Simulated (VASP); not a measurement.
A run of VASP 6.6.1 is set up as follows.

The input INCAR:

```
SYSTEM = ZrMoS3
PREC = Accurate
ENCUT = 600
EDIFF = 1E-6
ISMEAR = 0
SIGMA = 0.1
LREAL = .FALSE.
LASPH = .TRUE.
NELM = 100
ALGO = Normal
ISIF = 3
LWAVE = .FALSE.
LCHARG = .FALSE.
GGA = PE
IBRION = 2
NSW = 100
EDIFFG = -0.01
```

The input KPOINTS:

```
Automatic mesh
0
G
  8 8 8
  0 0 0
```

The input POSCAR:

```
ZrMoS3
1.0
    4.6239436032      0.0000000000      0.0000000000
    0.0000000000      4.6239436032      0.0000000000
    0.0000000000      0.0000000000      4.6239436032
Zr Mo S
1 1 3
Direct
    0.0000000000      0.0000000000      0.0000000000
    0.5000000000      0.5000000000      0.5000000000
    0.0000000000      0.5000000000      0.5000000000
    0.5000000000      0.0000000000      0.5000000000
    0.5000000000      0.5000000000      0.0000000000
```

Potentials or basis: VASP PAW PBE potentials, release 64 (Zr_sv, Mo_sv, S).

The run is started by

```sh
$ cat potpaw_PBE.64/Zr_sv/POTCAR potpaw_PBE.64/Mo_sv/POTCAR potpaw_PBE.64/S/POTCAR > POTCAR
$ mpirun -np 1 vasp_std > vasp.out
```

(1) Predict the relaxed volume.

(2) What does it give for the space group after relaxing (to 0.05 Å)?

Results:

(1) 19.81 Å³/atom.

(2) Pm-3m (No. 221).
